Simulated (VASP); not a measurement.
# Ge (P-1) in VASP: further runs, part 2 of 2

VASP 6.6.1.

### 3 Single point, r2SCAN

The input, POSCAR:

```
Ge
1.0
   -2.5744900000      2.5744900000      1.3974100000
    2.5744900000     -2.5744900000      1.3974100000
    2.5744900000      2.5744900000     -1.3974100000
Ge
2
Direct
    0.2482700000      0.7338700000      0.4799100000
    0.4876839041      0.4916239041      0.9910700000
```

The input, INCAR.step1:

```
ALGO = Normal
EDIFF = 1E-4
ENCUT = 520
GGA = PE
ISMEAR = 1
LASPH = T
LCHARG = F
LREAL = F
LWAVE = T
NBANDS = 21
NELM = 60
PREC = Accurate
SIGMA = 0.1
```

The input, INCAR.step2:

```
ALGO = Normal
EDIFF = 1E-7
ENCUT = 520
ISIF = 2
ISMEAR = 1
ISTART = 1
LASPH = T
LCHARG = F
LMIXTAU = T
LREAL = F
LWAVE = F
METAGGA = R2SCAN
NBANDS = 21
NELM = 60
PREC = Accurate
SIGMA = 0.1
```

The input, KPOINTS:

```
k-points
0
Gamma
  8 8 6
```

Potentials or basis: VASP PAW PBE potentials, release 64 (Ge_d).

Command:

```bash
$ cat potpaw_PBE.64/Ge_d/POTCAR > POTCAR
$ cp INCAR.step1 INCAR
$ mpirun -np 1 vasp_std > vasp.out
$ cp INCAR.step2 INCAR
$ mpirun -np 1 vasp_std > vasp.out
```

OUTCAR:

```text
EDIFF = 1E-7
   ENCUT = 520
   ISIF = 2
   ISMEAR = 1
   ISTART = 1
   LASPH = T
   LREAL = F
   METAGGA = R2SCAN
   NELM = 60
   PREC = Accurate

 ion  position               nearest neighbor table
   1  0.248  0.734  0.480-   2 2.59   2 2.66   2 2.69   2 2.74
   2  0.488  0.492  0.991-   1 2.59   1 2.66   1 2.69   1 2.74

  LATTYP: Found a body centered tetragonal cell.
 ALAT       =     5.1489800000
 C/A-ratio  =     0.5427909994

  Lattice vectors:

 A1 = (  -2.5744900000,   2.5744900000,   1.3974100000)
 A2 = (   2.5744900000,  -2.5744900000,   1.3974100000)
 A3 = (   2.5744900000,   2.5744900000,  -1.3974100000)

Analysis of symmetry for initial positions (statically):
=====================================================================
 Subroutine PRICEL returns:
 Original cell was already a primitive cell.

 Routine SETGRP: Setting up the symmetry group for a
 body centered tetragonal supercell.

 Subroutine GETGRP returns: Found  2 space group operations
 (whereof  1 operations were pure point group operations)
 out of a pool of 16 trial point group operations.

The static configuration has the point symmetry C_1 .
 The point group associated with its full space group is S_2 .

Analysis of symmetry for dynamics (positions and initial velocities):
=====================================================================
 Subroutine PRICEL returns:
 Original cell was already a primitive cell.

 Routine SETGRP: Setting up the symmetry group for a
 body centered tetragonal supercell.

 Subroutine GETGRP returns: Found  2 space group operations
 (whereof  1 operations were pure point group operations)
 out of a pool of 16 trial point group operations.

The dynamic configuration has the point symmetry C_1 .
 The point group associated with its full space group is S_2 .

 Subroutine INISYM returns: Found  2 space group operations
 (whereof  1 operations are pure point group operations),
 and found     1 'primitive' translations

----------------------------------------------------------------------------------------

                                     Primitive cell

  volume of cell :      37.0481

  direct lattice vectors                    reciprocal lattice vectors
    -2.574490000  2.574490000  1.397410000     0.000000000  0.194213223  0.357804796
     2.574490000 -2.574490000  1.397410000     0.194213223  0.000000000  0.357804796
     2.574490000  2.574490000 -1.397410000     0.194213223  0.194213223  0.000000000

  length of vectors
     3.899840026  3.899840026  3.899840026     0.407115522  0.407115522  0.274658974

  position of ions in fractional coordinates (direct lattice)
     0.248270000  0.733870000  0.479910000
     0.487683904  0.491623904  0.991070000

  ion indices of the primitive-cell ions
   primitive index   ion index
                 1           1
                 2           2

----------------------------------------------------------------------------------------

 KPOINTS: k-points

Automatic generation of k-mesh.
 Grid dimensions read from file:
 generate k-points for:    8    8    6

 Generating k-lattice:

  Cartesian coordinates                     Fractional coordinates (reciprocal lattice)
     0.000000000  0.024276653  0.044725600     0.125000000  0.000000000  0.000000000
[... 33 lines left out ...]

 Found    196 irreducible k-points:

 Following reciprocal coordinates:
            Coordinates               Weight
  0.000000  0.000000  0.000000      1.000000
  0.125000  0.000000 -0.000000      2.000000
  0.250000  0.000000 -0.000000      2.000000
  0.375000  0.000000 -0.000000      2.000000
  0.500000  0.000000 -0.000000      1.000000
  0.000000  0.125000 -0.000000      2.000000
[... 16 lines left out ...]
  0.125000  0.375000  0.000000      2.000000
  0.250000  0.375000 -0.000000      2.000000
 [... further k-points ...]
   k-points           NKPTS =    196   k-points in BZ     NKDIM =    196   number of bands    NBANDS=     21
   number of dos      NEDOS =    301   number of ions     NIONS =      2
   total plane-waves  NPLWV =  27000
   dimension x,y,z NGX =    30 NGY =   30 NGZ =   30
   dimension x,y,z NGXF=    60 NGYF=   60 NGZF=   60
   ions per type =               2
   NGX,Y,Z   is equivalent  to a cutoff of  12.79, 12.79, 12.79 a.u.
   NGXF,Y,Z  is equivalent  to a cutoff of  25.58, 25.58, 25.58 a.u.
 SYSTEM =  unknown system
   PREC   = accura    normal or accurate (medium, high low for compatibility)
   ISTART =      1    job   : 0-new  1-cont  2-samecut
   ICHARG =      0    charge: 1-file 2-atom 10-const
   ISPIN  =      1    spin polarized calculation?
   LNONCOLLINEAR =      F non collinear calculations
   LSORBIT =      F    spin-orbit coupling
   LASPH  =      T    aspherical Exc in radial PAW
   ENCUT  =  520.0 eV  38.22 Ry    6.18 a.u.   7.25  7.25  7.25*2*pi/ulx,y,z
   NELM   =     60;   NELMIN=  2; NELMDL=  0     # of ELM steps
   EDIFF  = 0.1E-06   stopping-criterion for ELM
   LREAL  =      F    real-space projection
   EDIFFG = 0.1E-05   stopping-criterion for IOM
   NSW    =      0    number of steps for IOM
   IBRION =     -1    ionic relax: 0-MD 1-quasi-New 2-CG
   NFREE  =      0    steps in history (QN), initial steepest desc. (CG)
   ISIF   =      2    stress and relaxation
   ISYM   =      2    0-nonsym 1-usesym 2-fastsym
   POTIM  = 0.5000    time-step for ionic-motion
   TEBEG  =    0.0;   TEEND  =   0.0 temperature during run
   PSTRESS=    0.0 pullay stress
   NELECT =      28.0000    total number of electrons
   NUPDOWN=      -1.0000    fix difference up-down
   EMIN   =  10.00;   EMAX   =-10.00  energy-range for DOS
   EFERMI =   0.00;   METHOD = LEGACY
   ISMEAR =     1;   SIGMA  =   0.10  broadening in eV -4-tet -1-fermi 0-gaus
   EFERMI_NEDOS =   21; number of points for ismear=-14 and -15
   IALGO  =     38    algorithm
   IMIX   =      4    mixing-type and parameters
     AMIX     =   0.40;   BMIX     =  1.00
     AMIX_MAG =   1.60;   BMIX_MAG =  1.00
  volume/ion in A,a.u.               =      18.52       125.01
  Fermi-wavevector in a.u.,A,eV,Ry     =   1.491210  2.817978 30.255367  2.223707
  Thomas-Fermi vector in A             =   2.603894
   LORBIT       =      0    0 simple, 1 ext, 2 COOP (PROOUT), +10 PAW based schemes
   METAGGA = R2SCAN    functional components
   LHFCALC =     F    Hartree Fock is set to
   AEXX    =    0.0000 exact exchange contribution
   IVDW    =     0    specifies the selected vdW correction
   LEPSILON=     F    determine dielectric tensor
   LRPA    =     F    only Hartree local field effects (RPA)
 non-spin polarized calculation
 Methfessel and Paxton  Order N= 1 SIGMA  =   0.10
  energy-cutoff  :      520.00
  volume of cell :       37.05
 maximum number of plane-waves:      1019
 NGX is ok and might be reduce to    30
   NGX = 15   NGY = 15   NGZ = 15

 number of electron      28.0000004 magnetization

 Free energy of the ion-electron system (eV)
  ---------------------------------------------------
  ext. energy  EPLUGINS =         0.00000000
  ---------------------------------------------------
  free energy    TOTEN  =       -27.01319599 eV

  energy without entropy =      -27.01338772  energy(sigma->0) =      -27.01325990

 E-fermi :   6.6011     XC(G=0): -12.3779

 val. band max:        6.5916694660   @ k =   0.5000   0.0000   0.1667
 cond. band min:       6.6085311159   @ k =  -0.2500  -0.1250   0.1667
 fundamental gap:      0.0168616498
 Fermi energy:         6.6011342703

 k-point     1 :       0.0000    0.0000    0.0000
  band No.  band energies     occupation
      1     -18.8134      2.00000
      2     -18.7638      2.00000
      3     -18.7314      2.00000
      4     -18.7285      2.00000
      5     -18.6185      2.00000
      6     -18.6108      2.00000
[... 565 lines left out ...]
     20      17.4930      0.00000
     21      18.9416      0.00000

 [... further k-points ...]

------------------------ aborting loop because EDIFF is reached ----------------------------------------

  FORCE on cell =-STRESS in cart. coord.  units (eV):
  Direction    XX          YY          ZZ          XY          YZ          ZX
  --------------------------------------------------------------------------------------
  -------------------------------------------------------------------------------------
  Total        0.0067419     -0.2721333      0.7842416     -0.0738727     -0.1622433     -0.2111541
  in kB        0.2915586    -11.7686349     33.9151863     -3.1946860     -7.0163477     -9.1315345
  external PRESSURE =       7.4793700 kB  Pullay stress =       0.0000000 kB

 VOLUME and BASIS-vectors are now :
 -----------------------------------------------------------------------------
  energy-cutoff  :      520.00
  volume of cell :       37.05
      direct lattice vectors                 reciprocal lattice vectors
    -2.574490000  2.574490000  1.397410000     0.000000000  0.194213223  0.357804796
     2.574490000 -2.574490000  1.397410000     0.194213223  0.000000000  0.357804796
     2.574490000  2.574490000 -1.397410000     0.194213223  0.194213223  0.000000000

 POSITION                                       TOTAL-FORCE (eV/Angst)
 -----------------------------------------------------------------------------------
      2.48570     -0.01465      0.70182         0.212810      0.012352     -0.033418
      2.56164      2.54136     -0.01644        -0.212810     -0.012352      0.033418
 -----------------------------------------------------------------------------------
    total drift:                               -0.000212      0.000579      0.000069

  FREE ENERGIE OF THE ION-ELECTRON SYSTEM (eV)
  ---------------------------------------------------
  free  energy   TOTEN  =       -27.0131959907 eV

  energy  without entropy=      -27.0133877231  energy(sigma->0) =      -27.01325990
```

OUTCAR.step1:

```text
EDIFF = 1E-4
   ENCUT = 520
   GGA = PE
   ISMEAR = 1
   LASPH = T
[... 822 lines left out ...]
 -----------------------------------------------------------------------------------
      2.48570     -0.01465      0.70182         0.255705      0.005546     -0.030245
      2.56164      2.54136     -0.01644        -0.255705     -0.005546      0.030245
 -----------------------------------------------------------------------------------
    total drift:                               -0.000043      0.000083      0.000015

  FREE ENERGIE OF THE ION-ELECTRON SYSTEM (eV)
  ---------------------------------------------------
  free  energy   TOTEN  =        -8.5488192270 eV

  energy  without entropy=       -8.5492200326  energy(sigma->0) =       -8.54895283
```

OSZICAR.step1:

```text
N       E                     dE             d eps       ncg     rms          rms(c)
DAV:   1     0.176218927899E+03    0.17622E+03   -0.14101E+04  9310   0.384E+03
DAV:   2     0.152622521386E+02   -0.16096E+03   -0.15588E+03  8277   0.596E+02
DAV:   3    -0.792319677330E+01   -0.23185E+02   -0.23005E+02  9337   0.133E+02
DAV:   4    -0.855853057843E+01   -0.63533E+00   -0.63500E+00  9193   0.256E+01
DAV:   5    -0.856786034956E+01   -0.93298E-02   -0.93296E-02  9279   0.339E+00    0.213E+00
DAV:   6    -0.855450781014E+01    0.13353E-01   -0.18283E-02 11204   0.229E+00    0.121E+00
DAV:   7    -0.854897929940E+01    0.55285E-02   -0.13796E-02 11115   0.175E+00    0.113E-01
DAV:   8    -0.854881832574E+01    0.16097E-03   -0.21949E-03 10774   0.822E-01    0.391E-02
DAV:   9    -0.854881922703E+01   -0.90129E-06   -0.62422E-05  6066   0.127E-01
   1 F= -.85488192E+01 E0= -.85489528E+01  d E =0.400806E-03
```

Wall time 20 min (1 thread of AMD EPYC 7R13, shared host); peak memory 0.23 GiB.

Results:

- Free energy: -27.0132 eV
- Pressure: 0.7 GPa
- Largest force: 0.216 eV/Å
- Band gap on the k mesh: zero (band 14 reaches 8.39 eV, above the bottom of band 15 at 3.65 eV)

Forces in eV/Å, atoms in the order of the input:
```
Ge   0.213  0.012 -0.033
Ge  -0.213 -0.012  0.033
```

Stress tensor (GPa, compression positive):
```
 0.03 -0.32 -0.91
-0.32 -1.18 -0.70
-0.91 -0.70  3.39
```

Levels at points of the mesh, in eV from the Fermi level:
| k point | band 11 | band 12 | band 13 | band 14 | band 15 | band 16 | band 17 | band 18 |
| --- | --- | --- | --- | --- | --- | --- | --- | --- |
| (0.00, 0.00, 0.00) | -13.87 | -4.04 | -2.48 | -2.44 | 3.78 | 8.06 | 8.10 | 8.65 |
| (0.50, 0.00, 0.00) | -8.35 | -6.51 | -2.62 | -2.13 | -1.39 | 2.85 | 3.95 | 5.90 |
| (0.00, 0.50, 0.00) | -8.40 | -6.44 | -2.66 | -2.11 | -1.29 | 2.69 | 4.06 | 5.60 |
| (0.50, 0.50, 0.00) | -11.22 | -10.73 | 0.34 | 0.94 | 2.18 | 2.35 | 8.06 | 8.09 |
| (0.00, 0.00, 0.50) | -11.13 | -10.83 | 0.44 | 0.81 | 2.24 | 2.34 | 8.05 | 8.09 |
| (0.50, 0.00, 0.50) | -8.19 | -6.81 | -2.44 | -2.13 | -1.42 | 2.94 | 3.71 | 6.21 |
| (0.00, 0.50, 0.50) | -8.31 | -6.60 | -2.57 | -2.13 | -1.42 | 2.90 | 3.88 | 6.05 |
| (0.50, 0.50, 0.50) | -9.26 | -9.20 | -6.08 | -6.05 | 6.52 | 6.68 | 11.69 | 11.76 |

Caveat: the PAW data sets were made with another functional, which shifts forces and pressure a little.

### 4 Single point, r2SCAN

This run uses another cell than the first one, of 18.62 Å³/atom, 1.005 times its volume.

The input, POSCAR:

```
Ge
1.0
   -2.5787736851      2.5787736851      1.3997351457
    2.5787736851     -2.5787736851      1.3997351457
    2.5787736851      2.5787736851     -1.3997351457
Ge
2
Direct
    0.2482700000      0.7338700000      0.4799100000
    0.4948400000      0.4987800000      0.9910700000
```

The input, INCAR.step1:

```
SYSTEM = Ge
  PREC = Accurate
  ENCUT = 520
  ISMEAR = 1
  SIGMA = 0.1
  LREAL = .FALSE.
  LASPH = .TRUE.
  NELM = 60
  NBANDS = 21
  GGA = PE
  ALGO = Normal
  EDIFF = 1E-4
  LWAVE = .TRUE.
  LCHARG = .FALSE.
```

The input, INCAR.step2:

```
SYSTEM = Ge
  PREC = Accurate
  ENCUT = 520
  EDIFF = 1E-6
  ISMEAR = 1
  SIGMA = 0.1
  LREAL = .FALSE.
  LASPH = .TRUE.
  NELM = 60
  ALGO = Normal
  ISIF = 2
  LWAVE = .FALSE.
  LCHARG = .FALSE.
  METAGGA = R2SCAN
  LMIXTAU = .TRUE.
  NBANDS = 21
  ISTART = 1
```

The input, KPOINTS:

```
regular mesh
0
G
  8 8 6
  0 0 0
```

Potentials or basis: VASP PAW PBE potentials, release 64 (Ge_d).

Command:

```bash
$ cat potpaw_PBE.64/Ge_d/POTCAR > POTCAR
$ cp INCAR.step1 INCAR
$ mpirun -np 1 vasp_std > vasp.out
$ cp INCAR.step2 INCAR
$ mpirun -np 1 vasp_std > vasp.out
```

OUTCAR:

```text
SYSTEM = Ge
   PREC = Accurate
   ENCUT = 520
   EDIFF = 1E-6
   ISMEAR = 1
   LREAL = .FALSE.
   LASPH = .TRUE.
   NELM = 60
   ISIF = 2
   METAGGA = R2SCAN
   ISTART = 1

 ion  position               nearest neighbor table
   1  0.248  0.734  0.480-   2 2.60   2 2.66   2 2.69   2 2.75
   2  0.495  0.499  0.991-   1 2.60   1 2.66   1 2.69   1 2.75

  LATTYP: Found a body centered tetragonal cell.
 ALAT       =     5.1575473702
 C/A-ratio  =     0.5427909994

  Lattice vectors:

[... 789 lines left out ...]

  FORCE on cell =-STRESS in cart. coord.  units (eV):
  Direction    XX          YY          ZZ          XY          YZ          ZX
  --------------------------------------------------------------------------------------
  -------------------------------------------------------------------------------------
  Total       -0.1127687     -0.2671549      0.7214873     -0.0721570     -0.1622241     -0.2160754
  in kB       -4.8525159    -11.4958588     31.0460911     -3.1049659     -6.9806134     -9.2978744
  external PRESSURE =       4.8992388 kB  Pullay stress =       0.0000000 kB

 VOLUME and BASIS-vectors are now :
 -----------------------------------------------------------------------------
  energy-cutoff  :      520.00
  volume of cell :       37.23
      direct lattice vectors                 reciprocal lattice vectors
    -2.578773685  2.578773685  1.399735146     0.000000000  0.193890609  0.357210435
     2.578773685 -2.578773685  1.399735146     0.193890609  0.000000000  0.357210435
     2.578773685  2.578773685 -1.399735146     0.193890609  0.193890609  0.000000000

 POSITION                                       TOTAL-FORCE (eV/Angst)
 -----------------------------------------------------------------------------------
      2.48983     -0.01467      0.70299         0.193282      0.007166     -0.025684
      2.56591      2.54558      0.00357        -0.193282     -0.007166      0.025684
 -----------------------------------------------------------------------------------
    total drift:                               -0.000280      0.000543      0.000022

  FREE ENERGIE OF THE ION-ELECTRON SYSTEM (eV)
  ---------------------------------------------------
  free  energy   TOTEN  =       -27.0144921622 eV

  energy  without entropy=      -27.0146627626  energy(sigma->0) =      -27.01454903
```

OSZICAR.step1:

```text
N       E                     dE             d eps       ncg     rms          rms(c)
DAV:   1     0.178144556866E+03    0.17814E+03   -0.14137E+04  9299   0.384E+03
DAV:   2     0.154181921088E+02   -0.16273E+03   -0.15787E+03  8257   0.598E+02
DAV:   3    -0.791593178012E+01   -0.23334E+02   -0.23154E+02  9270   0.133E+02
DAV:   4    -0.856216923215E+01   -0.64624E+00   -0.64587E+00  9313   0.259E+01
DAV:   5    -0.857162310431E+01   -0.94539E-02   -0.94536E-02  9254   0.342E+00    0.211E+00
DAV:   6    -0.855851436853E+01    0.13109E-01   -0.18276E-02 11204   0.228E+00    0.120E+00
DAV:   7    -0.855315998066E+01    0.53544E-02   -0.13771E-02 11085   0.174E+00    0.113E-01
DAV:   8    -0.855300147497E+01    0.15851E-03   -0.21856E-03 10794   0.820E-01    0.389E-02
DAV:   9    -0.855300264505E+01   -0.11701E-05   -0.61079E-05  6104   0.125E-01
   1 F= -.85530026E+01 E0= -.85530708E+01  d E =0.204600E-03
```

Run time: 15 min. Hardware: 1 thread of AMD EPYC 7R13, shared host; peak memory 0.23 GiB.

What came out:

* Free energy: -27.0145 eV
* Pressure: 0.5 GPa
* Largest force: 0.195 eV/Å
* Band gap on the k mesh: zero (band 14 reaches 8.34 eV, above the bottom of band 15 at 3.63 eV)

Forces on the atoms (eV/Å):
```
Ge   0.193  0.007 -0.026
Ge  -0.193 -0.007  0.026
```

Levels at points of the mesh, in eV from the Fermi level:
```
           k point  band 12  band 13  band 14  band 15  band 16  band 17
(0.00, 0.00, 0.00)    -4.06    -2.45    -2.43     3.80     8.03     8.06
(0.50, 0.00, 0.00)    -6.52    -2.61    -2.12    -1.34     2.80     3.95
(0.00, 0.50, 0.00)    -6.39    -2.68    -2.10    -1.32     2.76     4.02
(0.50, 0.50, 0.00)   -10.70     0.34     0.95     2.17     2.34     8.03
(0.00, 0.00, 0.50)   -10.80     0.45     0.81     2.22     2.33     8.03
(0.50, 0.00, 0.50)    -6.76    -2.47    -2.11    -1.44     3.01     3.68
(0.00, 0.50, 0.50)    -6.61    -2.56    -2.12    -1.37     2.85     3.87
(0.50, 0.50, 0.50)    -9.18    -6.05    -6.01     6.58     6.58    11.65
```

Caveat: the PAW data sets were made with another functional, which shifts forces and pressure a little.
